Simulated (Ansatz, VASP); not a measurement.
One calculation of Si2W, two programs

```
Si W
1.0
    -1.60110    1.60110    3.91058
     1.60110   -1.60110    3.91058
     1.60110    1.60110   -3.91058
Si W
2 1
Direct
  0.33441 0.33441 0.00000
  0.66559 0.66559 0.00000
  0.00000 0.00000 0.00000
```

Alike in both runs: functional PBEsol; k mesh 18 × 18 × 18; occupations fermi-dirac, width 0.15 eV; no spin polarisation.

Ansatz relaxed the structure, and its values are those at the end. VASP's run is a single point on that final structure, the one shown.

|  | VASP | Ansatz |
| --- | --- | --- |
| version | VASP 6.6.1 | Ansatz 0.2.0 |
| potentials or method | VASP PAW PBE potentials, release 64 (Si, W_sv), cutoff 520 eV | scalar-relativistic, plane waves, PAW |
| valence electrons in the cell | 22 | 22 |

Ansatz gave:

- gap on the k mesh at the Fermi level (eV): none
- pressure (GPa): 0.0

Q: Estimate VASP's values.

A: gap on the k mesh at the Fermi level (eV): none; pressure (GPa): 0.3.

VASP's potentials were made for PBE, not for PBEsol. A gap of «none» marks a metal or a gap that the smearing closes.

Neither program's run includes spin-orbit coupling.
